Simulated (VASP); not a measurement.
# Sc12C (a cell with a defect) in VASP: a series of runs

The runs below take Sc12C (a cell with a defect) through single point, with PBE.

Everything below comes from runs of VASP 6.6.1. Logs are shortened: lines on timing, memory, paths and dates and some standing lists are left out, and cuts for length are marked.

## 1. The cell of the first run

The cell holds a defect, 13 atoms: a = 6.620 Å, b = 9.930 Å, c = 5.276 Å, α = 90.00°, β = 90.00°, γ = 120.00°.

## 2. Single point, PBE

INCAR reads:

```
ALGO     = Normal         # electronic algorithm
EDIFF    = 1E-6           # SCF threshold, eV
ENCUT    = 520            # plane-wave cutoff, eV
GGA      = PE             # functional
ISIF     = 2              # what is computed and relaxed
ISMEAR   = 0              # smearing method
LASPH    = True           # aspherical terms in the spheres
LCHARG   = False          # write CHGCAR
LREAL    = False          # projectors in reciprocal space
LWAVE    = False          # write WAVECAR
NBANDS   = 80             # bands
NELM     = 60             # most SCF steps
PREC     = Accurate       # precision mode
SIGMA    = 0.05           # smearing width, eV
```

KPOINTS reads:

```
k-points
0
Gamma
  3 2 3
```

POSCAR reads:

```
Sc12C
1.0
    6.6200000000      0.0000000000      0.0000000000
   -4.9650000000      8.5996320000      0.0000000000
    0.0000000000      0.0000000000      5.2761400000
Sc C
12 1
Direct
    0.0022318107      0.0019499672      0.0011749120
    0.1814504239      0.2414569600      0.5104807681
   -0.0023983871      0.3391395120     -0.0012876838
    0.1578723012      0.5504343674      0.4928017452
    0.0025617652      0.6635786276     -0.0050256437
    0.1744903653      0.8805138406      0.5076538909
    0.4933487939     -0.0085697853     -0.0018835740
    0.6653493696      0.2234138624      0.5073068569
    0.5111766966      0.3438758775      0.0024643016
    0.6681837856      0.5525248057      0.4990263716
    0.4856075766      0.6585541102     -0.0063785267
    0.6488099852      0.8805031425      0.5072507553
    0.0046278945      0.0048492773      0.4215875621
```

Potentials or basis: VASP PAW PBE potentials, release 64 (Sc_sv, C).

Run with:

```sh
cat potpaw_PBE.64/Sc_sv/POTCAR potpaw_PBE.64/C/POTCAR > POTCAR
mpirun -np 1 vasp_std > vasp.out
```

OUTCAR:

```text
EDIFF = 1E-6
   ENCUT = 520
   GGA = PE
   ISIF = 2
   ISMEAR = 0
   LASPH = True
   LREAL = False
   NELM = 60
   PREC = Accurate

 ion  position               nearest neighbor table
   1  0.002  0.002  0.001-  13 2.22  12 3.30   6 3.30   7 3.30   2 3.31   7 3.32  12 3.35   6 3.36
                             5 3.36   3 3.36   9 3.38   2 3.39  11 3.42
   2  0.181  0.241  0.510-  13 2.09   4 3.15  10 3.16   3 3.20   9 3.21   9 3.28   8 3.30   3 3.30
                             1 3.31   8 3.33   1 3.39
   3  0.998  0.339  0.999-   4 3.18   2 3.20  11 3.20   5 3.21   8 3.22   4 3.23   9 3.24   8 3.29
                             2 3.30   1 3.36   9 3.38   7 3.40
   4  0.158  0.550  0.493-   2 3.15   3 3.18   5 3.22   6 3.23   3 3.23  11 3.24   5 3.24  11 3.24
                            10 3.25   8 3.25  12 3.26  10 3.37
   5  0.003  0.664  0.995-   6 3.18   3 3.21   9 3.21   4 3.22  11 3.22   4 3.24  10 3.24   7 3.25
                            10 3.28   6 3.29   1 3.36  11 3.40
   6  0.174  0.881  0.508-  13 2.09  12 3.14   7 3.17   5 3.18   4 3.23   7 3.25   5 3.29   1 3.30
                            10 3.31   8 3.33   1 3.36
   7  0.493  0.991  0.998-   6 3.17  12 3.18   6 3.25   5 3.25  12 3.26   8 3.27  11 3.28   1 3.30
                             1 3.32   8 3.35   3 3.40
   8  0.665  0.223  0.507-   3 3.22   9 3.24   4 3.25  10 3.26   7 3.27   9 3.28   3 3.29   2 3.30
                             6 3.33   2 3.33   7 3.35  12 3.35
   9  0.511  0.344  0.002-  10 3.18  10 3.21   2 3.21  11 3.21   5 3.21   8 3.24   3 3.24   2 3.28
                             8 3.28   3 3.38   1 3.38
  10  0.668  0.553  0.499-   2 3.16   9 3.18   9 3.21   5 3.24   4 3.25   8 3.26  11 3.26   5 3.28
                             6 3.31  11 3.31  12 3.32   4 3.37
  11  0.486  0.659  0.994-  12 3.20   3 3.20   9 3.21   5 3.22   4 3.24   4 3.24  10 3.26   7 3.28
                            10 3.31  12 3.31   5 3.40   1 3.42
  12  0.649  0.881  0.507-  13 2.09   6 3.14   7 3.18  11 3.20   7 3.26   4 3.26   1 3.30  11 3.31
                            10 3.32   8 3.35   1 3.35
  13  0.005  0.005  0.422-   2 2.09  12 2.09   6 2.09   1 2.22

  LATTYP: Found a simple monoclinic cell.
 ALAT       =     6.6200000000
 B/A-ratio  =     0.7970000000
 C/A-ratio  =     1.3228756170
 COS(beta)  =    -0.1889822420

  Lattice vectors:

 A1 = (   6.6200000000,   0.0000000000,   0.0000000000)
 A2 = (   0.0000000000,   0.0000000000,   5.2761400000)
 A3 = (  -1.6550000000,  -8.5996320000,   0.0000000000)

Analysis of symmetry for initial positions (statically):
=====================================================================
 Subroutine PRICEL returns:
 Original cell was already a primitive cell.

 Routine SETGRP: Setting up the symmetry group for a
 simple monoclinic supercell.

 Subroutine GETGRP returns: Found  1 space group operations
 (whereof  1 operations were pure point group operations)
 out of a pool of  4 trial point group operations.

The static configuration has the point symmetry C_1 .

Analysis of symmetry for dynamics (positions and initial velocities):
=====================================================================
 Subroutine PRICEL returns:
 Original cell was already a primitive cell.

 Routine SETGRP: Setting up the symmetry group for a
 simple monoclinic supercell.

 Subroutine GETGRP returns: Found  1 space group operations
 (whereof  1 operations were pure point group operations)
 out of a pool of  4 trial point group operations.

The dynamic configuration has the point symmetry C_1 .

 Subroutine INISYM returns: Found  1 space group operations
 (whereof  1 operations are pure point group operations),
 and found     1 'primitive' translations

----------------------------------------------------------------------------------------

                                     Primitive cell

  volume of cell :     300.3683

  direct lattice vectors                    reciprocal lattice vectors
     6.620000000  0.000000000  0.000000000     0.151057402  0.087213034  0.000000000
    -4.965000000  8.599632000  0.000000000     0.000000000  0.116284046  0.000000000
     0.000000000  0.000000000  5.276140000     0.000000000  0.000000000  0.189532499

  length of vectors
     6.620000000  9.929999775  5.276140000     0.174426065  0.116284046  0.189532499

  position of ions in fractional coordinates (direct lattice)
     0.002231811  0.001949967  0.001174912
     0.181450424  0.241456960  0.510480768
     0.997601613  0.339139512  0.998712316
     0.157872301  0.550434367  0.492801745
     0.002561765  0.663578628  0.994974356
     0.174490365  0.880513841  0.507653891
     0.493348794  0.991430215  0.998116426
[... 37 lines left out ...]

  Length of vectors
     0.058142022  0.058142023  0.063177500

  Shift w.r.t. Gamma in fractional coordinates (k-lattice)
     0.000000000  0.000000000  0.000000000

[... 44 lines left out ...]
 SYSTEM =  unknown system
   PREC   = accura    normal or accurate (medium, high low for compatibility)
   ISTART =      0    job   : 0-new  1-cont  2-samecut
   ICHARG =      2    charge: 1-file 2-atom 10-const
   ISPIN  =      1    spin polarized calculation?
   LNONCOLLINEAR =      F non collinear calculations
   LSORBIT =      F    spin-orbit coupling
   LASPH  =      T    aspherical Exc in radial PAW
   ENCUT  =  520.0 eV  38.22 Ry    6.18 a.u.  12.31 18.46  9.81*2*pi/ulx,y,z
   NELM   =     60;   NELMIN=  2; NELMDL= -5     # of ELM steps
   EDIFF  = 0.1E-05   stopping-criterion for ELM
   LREAL  =      F    real-space projection
[... 7 lines left out ...]
   TEBEG  =    0.0;   TEEND  =   0.0 temperature during run
   PSTRESS=    0.0 pullay stress
   NELECT =     136.0000    total number of electrons
   NUPDOWN=      -1.0000    fix difference up-down
   EMIN   =  10.00;   EMAX   =-10.00  energy-range for DOS
   EFERMI =   0.00;   METHOD = LEGACY
   ISMEAR =     0;   SIGMA  =   0.05  broadening in eV -4-tet -1-fermi 0-gaus
   EFERMI_NEDOS =   21; number of points for ismear=-14 and -15
   IALGO  =     38    algorithm
   IMIX   =      4    mixing-type and parameters
     AMIX     =   0.40;   BMIX     =  1.00
     AMIX_MAG =   1.60;   BMIX_MAG =  1.00
  volume/ion in A,a.u.               =      23.11       155.92
  Fermi-wavevector in a.u.,A,eV,Ry     =   1.257100  2.375574 21.501284  1.580300
  Thomas-Fermi vector in A             =   2.390775
   LORBIT       =      0    0 simple, 1 ext, 2 COOP (PROOUT), +10 PAW based schemes
   GGA     = PE    functional components
   LHFCALC =     F    Hartree Fock is set to
   AEXX    =    0.0000 exact exchange contribution
   IVDW    =     0    specifies the selected vdW correction
   LEPSILON=     F    determine dielectric tensor
   LRPA    =     F    only Hartree local field effects (RPA)
 non-spin polarized calculation
 Gauss-broadening in eV      SIGMA  =   0.05
  energy-cutoff  :      520.00
  volume of cell :      300.37
 maximum number of plane-waves:      8103
 NGX is ok and might be reduce to    50
   NGX = 25   NGY = 37   NGZ = 19

 number of electron     136.0000002 magnetization

 Free energy of the ion-electron system (eV)
  ---------------------------------------------------
  ext. energy  EPLUGINS =         0.00000000
  ---------------------------------------------------
  free energy    TOTEN  =       -83.69922882 eV

  energy without entropy =      -83.67094302  energy(sigma->0) =      -83.68508592

 E-fermi :   3.7278     XC(G=0):  -9.9353

 val. band max:        3.7215165815   @ k =  -0.3333  -0.0000   0.3333
 cond. band min:       3.7515911404   @ k =   0.0000   0.0000   0.3333
 fundamental gap:      0.0300745588
 Fermi energy:         3.7277845222

 k-point     1 :       0.0000    0.0000    0.0000
  band No.  band energies     occupation
      1     -45.7708      2.00000
      2     -45.7122      2.00000
      3     -45.6534      2.00000
      4     -45.6276      2.00000
      5     -45.6177      2.00000
      6     -45.6106      2.00000
[... 819 lines left out ...]
     79       4.7926      0.00000
     80       4.8308      0.00000

------------------------ aborting loop because EDIFF is reached ----------------------------------------

  FORCE on cell =-STRESS in cart. coord.  units (eV):
  Direction    XX          YY          ZZ          XY          YZ          ZX
  --------------------------------------------------------------------------------------
  -------------------------------------------------------------------------------------
  Total        4.2961092      4.6371440     -1.0037448      0.1253850      0.0875546     -0.1014374
  in kB       22.9156259     24.7347200     -5.3540167      0.6688091      0.4670201     -0.5410711
  external PRESSURE =      14.0987764 kB  Pullay stress =       0.0000000 kB

 VOLUME and BASIS-vectors are now :
 -----------------------------------------------------------------------------
  energy-cutoff  :      520.00
  volume of cell :      300.37
      direct lattice vectors                 reciprocal lattice vectors
     6.620000000  0.000000000  0.000000000     0.151057402  0.087213034  0.000000000
    -4.965000000  8.599632000  0.000000000     0.000000000  0.116284046  0.000000000
     0.000000000  0.000000000  5.276140000     0.000000000  0.000000000  0.189532499

 POSITION                                       TOTAL-FORCE (eV/Angst)
 -----------------------------------------------------------------------------------
      0.00509      0.01677      0.00620         0.003556     -0.028573     -0.101108
      0.00237      2.07644      2.69337         0.000027     -0.016522      0.131533
      4.92030      2.91647      5.26935         0.008690     -0.019696      0.053845
     -1.68779      4.73353      2.60009         0.008190      0.017408     -0.004176
     -3.27771      5.70653      5.24962         0.004551     -0.003214      0.004888
     -3.21663      7.57210      2.67845         0.023603      0.011193      0.086590
     -1.65648      8.52594      5.26620         0.006149      0.053431      0.031748
      3.29536      1.92128      2.67662        -0.004664      0.036721      0.145538
      1.67665      2.95721      0.01300        -0.009477     -0.038833      0.092775
      1.68009      4.75151      2.63293        -0.011585     -0.020860      0.061403
     -0.05500      5.66332      5.24249        -0.013969      0.011527     -0.005932
     -0.07658      7.57200      2.67633        -0.020182      0.009092      0.068207
      0.00656      0.04170      2.22435         0.005112     -0.011675     -0.565312
 -----------------------------------------------------------------------------------
    total drift:                               -0.000432      0.000766      0.000152

  FREE ENERGIE OF THE ION-ELECTRON SYSTEM (eV)
  ---------------------------------------------------
  free  energy   TOTEN  =       -83.6992288194 eV

  energy  without entropy=      -83.6709430171  energy(sigma->0) =      -83.68508592
```

Wall time 11 min (1 thread of AMD EPYC 7R43 (Zen 3), shared host); peak memory 0.41 GiB.

What came out:

| Quantity | Value |
| --- | --- |
| Free energy | -83.6992 eV |
| Pressure | 1.4 GPa |
| Largest force | 0.565 eV/Å |
| Band gap on the k mesh | zero (bands 68 and 69 overlap by 0.34 eV) |

Forces in eV/Å, atoms in the order of the input:
```
Sc   0.004 -0.029 -0.101
Sc   0.000 -0.017  0.132
Sc   0.009 -0.020  0.054
Sc   0.008  0.017 -0.004
Sc   0.005 -0.003  0.005
Sc   0.024  0.011  0.087
Sc   0.006  0.053  0.032
Sc  -0.005  0.037  0.146
Sc  -0.009 -0.039  0.093
Sc  -0.012 -0.021  0.061
Sc  -0.014  0.012 -0.006
Sc  -0.020  0.009  0.068
C    0.005 -0.012 -0.565
```

Stress tensor (GPa, compression positive):
```
 2.29  0.07 -0.05
 0.07  2.47  0.05
-0.05  0.05 -0.54
```

Caveat: the k points lie up to 0.40 Å⁻¹ apart.

## 3. Single point, PBE

INCAR reads:

```
SYSTEM = Sc12C
PREC = Accurate
ENCUT = 520
EDIFF = 1E-6
ISMEAR = 0
SIGMA = 0.05
LREAL = .False.
LASPH = .True.
NELM = 80
ALGO = Normal
ISIF = 2
LWAVE = .False.
LCHARG = .False.
GGA = PE
NBANDS = 80
```

KPOINTS reads:

```
Automatic mesh
0
Gamma
  3 2 3
  0 0 0
```

POSCAR reads:

```
Sc12C
1.0
    6.6200000000      0.0000000000      0.0000000000
   -4.9650000000      8.5996320000      0.0000000000
    0.0000000000      0.0000000000      5.2761400000
Sc C
12 1
Direct
    0.0006204598      0.0002359403     -0.0153470151
    0.1795740867      0.2389112697      0.5172698223
   -0.0026149597      0.3380876065      0.0041780544
    0.1593342776      0.5515480197      0.4917593165
    0.0024133828      0.6630595356     -0.0070955282
    0.1737241648      0.8830112730      0.5040088019
    0.4941668778     -0.0080087148     -0.0046369126
    0.6671193151      0.2250473043      0.5178943318
    0.5092839678      0.3412640215      0.0101938159
    0.6671221482      0.5514776679      0.5026250251
    0.4855267410      0.6581728148     -0.0091970645
    0.6518054721      0.8821803073      0.5030526104
    0.0053778201      0.0066938911      0.3890302380
```

Potentials or basis: VASP PAW PBE potentials, release 64 (Sc_sv, C).

Run with:

```sh
cat potpaw_PBE.64/Sc_sv/POTCAR potpaw_PBE.64/C/POTCAR > POTCAR
mpirun -np 1 vasp_std > vasp.out
```

It took 10 min on 1 thread of AMD EPYC 7R43 (Zen 3), shared host; peak memory 0.43 GiB.

The run converged. Its results:

```
Free energy            : -83.7940 eV
Pressure               : 1.4 GPa
Largest force          : 0.172 eV/Å
Band gap on the k mesh : zero (bands 68 and 69 overlap by 0.33 eV)
```

Forces on the atoms (eV/Å):
```
Sc  -0.002 -0.023 -0.140
Sc  -0.003  0.009  0.023
Sc   0.010 -0.015  0.043
Sc   0.009  0.009  0.016
Sc   0.001  0.005  0.010
Sc   0.031 -0.005 -0.006
Sc   0.001  0.038  0.021
Sc   0.000  0.021  0.097
Sc  -0.007 -0.032  0.064
Sc  -0.010 -0.011  0.050
Sc  -0.002  0.015  0.009
Sc  -0.032 -0.005 -0.013
C    0.003 -0.007 -0.172
```

Stress tensor (GPa, compression positive):
```
 2.07  0.06 -0.07
 0.06  2.00  0.22
-0.07  0.22  0.01
```

Levels at points of the mesh, in eV from the Fermi level:
| k point | band 64 | band 65 | band 66 | band 67 | band 68 | band 69 | band 70 | band 71 | band 72 | band 73 |
| --- | --- | --- | --- | --- | --- | --- | --- | --- | --- | --- |
| (0.00, 0.00, 0.00) | -0.53 | -0.50 | -0.42 | -0.29 | -0.25 | -0.21 | -0.16 | 0.14 | 0.48 | 0.62 |
| (0.00, 0.50, 0.00) | -0.54 | -0.49 | -0.48 | -0.33 | -0.26 | -0.25 | 0.05 | 0.16 | 0.51 | 0.58 |

Caveat: the k points lie up to 0.40 Å⁻¹ apart.

## 4. Single point, PBE

INCAR reads:

```
PREC = Accurate ; ENCUT = 520
EDIFF = 1E-6 ; ISMEAR = 0
SIGMA = 0.05 ; LREAL = False
LASPH = True ; NELM = 60
ALGO = Normal ; ISIF = 2
LWAVE = False ; LCHARG = False
GGA = PE ; NBANDS = 80
```

KPOINTS reads:

```
regular mesh
0
Gamma
  3 2 3
```

POSCAR reads:

```
Sc12C
1.0
    6.6200000000      0.0000000000      0.0000000000
   -4.9650000000      8.5996320000      0.0000000000
    0.0000000000      0.0000000000      5.2761400000
Sc C
12 1
Direct
   -0.0027743656     -0.0028184422      0.0309988952
    0.1801488685      0.2409851691      0.4759323780
   -0.0051786572      0.3350807134     -0.0149725200
    0.1601803619      0.5534199304      0.5061713239
    0.0010076588      0.6619128912      0.0080701580
    0.1731631552      0.8856619930      0.5092593574
    0.4931171231     -0.0093417486      0.0136103623
    0.6678239749      0.2263123988      0.4696423813
    0.5056939951      0.3364786250     -0.0220917603
    0.6676022879      0.5518204367      0.4925781596
    0.4848668023      0.6568476865      0.0113289247
    0.6556306864      0.8846197562      0.5116903423
    0.0111817088      0.0145070903      0.6315696977
```

Run with:

```sh
cat potpaw_PBE.64/Sc_sv/POTCAR potpaw_PBE.64/C/POTCAR > POTCAR
mpirun -np 1 vasp_std > vasp.out
```

Wall time 6.8 min (1 thread of AMD EPYC 7R43 (Zen 3), shared host); peak memory 0.43 GiB.

It converged, with:

```
Free energy            : -83.8176 eV
Pressure               : 1.2 GPa
Largest force          : 0.055 eV/Å
Band gap on the k mesh : zero (bands 68 and 69 overlap by 0.31 eV)
```

Forces on the atoms (eV/Å):
```
Sc   0.002 -0.008  0.054
Sc  -0.004  0.031 -0.010
Sc   0.002 -0.001  0.001
Sc   0.005  0.002 -0.007
Sc  -0.004  0.004 -0.002
Sc   0.036 -0.023 -0.010
Sc  -0.001 -0.003  0.000
Sc   0.006  0.008  0.003
Sc  -0.001  0.000  0.006
Sc  -0.007  0.005  0.000
Sc   0.001 -0.005 -0.023
Sc  -0.034 -0.021 -0.014
C    0.000  0.010  0.003
```

Stress tensor (GPa, compression positive):
```
 1.95  0.01  0.05
 0.01  1.47 -0.54
 0.05 -0.54  0.23
```

Levels at points of the mesh, in eV from the Fermi level:
```tsv
k point	band 64	band 65	band 66	band 67	band 68	band 69	band 70	band 71	band 72	band 73
(0.00, 0.00, 0.00)	-0.53	-0.50	-0.42	-0.29	-0.24	-0.23	-0.15	0.14	0.56	0.65
(0.00, 0.50, 0.00)	-0.55	-0.50	-0.49	-0.33	-0.25	-0.24	0.05	0.17	0.60	0.62
```

Caveat: the k points lie up to 0.40 Å⁻¹ apart.

## 5. Single point, PBE

INCAR reads:

```
SYSTEM = Sc12C
  ALGO = Normal
  EDIFF = 1E-7
  ENCUT = 520
  GGA = PE
  ISIF = 2
  ISMEAR = 0
  LASPH = .True.
  LCHARG = .False.
  LREAL = .False.
  LWAVE = .False.
  NBANDS = 80
  NELM = 60
  PREC = Accurate
  SIGMA = 0.05
```

KPOINTS reads:

```
k-points
0
Gamma
  3 2 3
  0 0 0
```

POSCAR reads:

```
Sc12C
1.0
    6.6200000000      0.0000000000      0.0000000000
   -4.9650000000      8.5996320000      0.0000000000
    0.0000000000      0.0000000000      5.2761400000
Sc C
12 1
Direct
   -0.0028974939     -0.0032342598     -0.0313388436
    0.1802962595      0.2404510913      0.5229436474
   -0.0047962501      0.3347719381      0.0144386605
    0.1603812026      0.5530158280      0.4940926904
    0.0014319213      0.6617106257     -0.0084568212
    0.1729959481      0.8852783149      0.4904263253
    0.4932256721     -0.0094768224     -0.0138249024
    0.6684268126      0.2262907094      0.5296024702
    0.5061511119      0.3363068373      0.0209960561
    0.6678608432      0.5517972475      0.5069982912
    0.4850049638      0.6564592507     -0.0104782058
    0.6551152504      0.8839895261      0.4888492294
    0.0103988485      0.0137768133      0.3680509924
```

Run with:

```sh
cat potpaw_PBE.64/Sc_sv/POTCAR potpaw_PBE.64/C/POTCAR > POTCAR
mpirun -np 1 vasp_std > vasp.out
```

Wall time 8.3 min (1 thread of AMD EPYC 7R43 (Zen 3), shared host); peak memory 0.42 GiB.

Results (log left out):

| Quantity | Value |
| --- | --- |
| Free energy | -83.8177 eV |
| Pressure | 1.2 GPa |
| Largest force | 0.054 eV/Å |
| Band gap on the k mesh | zero (bands 68 and 69 overlap by 0.31 eV) |

Forces in eV/Å, atoms in the order of the input:
```
Sc   0.005 -0.006 -0.054
Sc  -0.002  0.035  0.020
Sc   0.000  0.001 -0.004
Sc   0.002  0.001  0.001
Sc  -0.005  0.001  0.005
Sc   0.037 -0.015  0.007
Sc  -0.001 -0.003  0.004
Sc   0.005 -0.002  0.000
Sc  -0.003  0.002  0.001
Sc  -0.006 -0.009  0.005
Sc   0.003  0.000  0.005
Sc  -0.034 -0.010  0.008
C   -0.002  0.003  0.000
```

Stress tensor (GPa, compression positive):
```
 1.96  0.02 -0.06
 0.02  1.48  0.53
-0.06  0.53  0.23
```

Levels at points of the mesh, in eV from the Fermi level:
| k point | band 66 | band 67 | band 68 | band 69 | band 70 | band 71 |
| --- | --- | --- | --- | --- | --- | --- |
| (0.00, 0.00, 0.00) | -0.42 | -0.29 | -0.24 | -0.23 | -0.15 | 0.14 |
| (0.00, 0.50, 0.00) | -0.49 | -0.33 | -0.25 | -0.24 | 0.05 | 0.17 |

Caveat: the k points lie up to 0.40 Å⁻¹ apart.

## 6. Overview

```csv
cell,gap on the mesh (eV),pressure (GPa),largest force (eV/Å)
"as given, atomic positions A",none,1.4,0.57
"as given, atomic positions B",none,1.4,0.17
"as given, atomic positions C",none,1.2,0.05
"as given, atomic positions D",none,1.2,0.05
```

Alike in all rows: task single point; level PBE; potentials or basis VASP PAW PBE potentials, release 64 (Sc_sv, C); no spin polarisation; k mesh 3 × 2 × 3; cutoff (eV) 520; smearing gaussian 0.05 eV.

Caveats: all runs use coarse meshes.

Total energies depend on the potentials used, so only differences within one code and one set of settings carry meaning.

The gap in the log of VASP goes by the Fermi energy; the results here count the filled bands.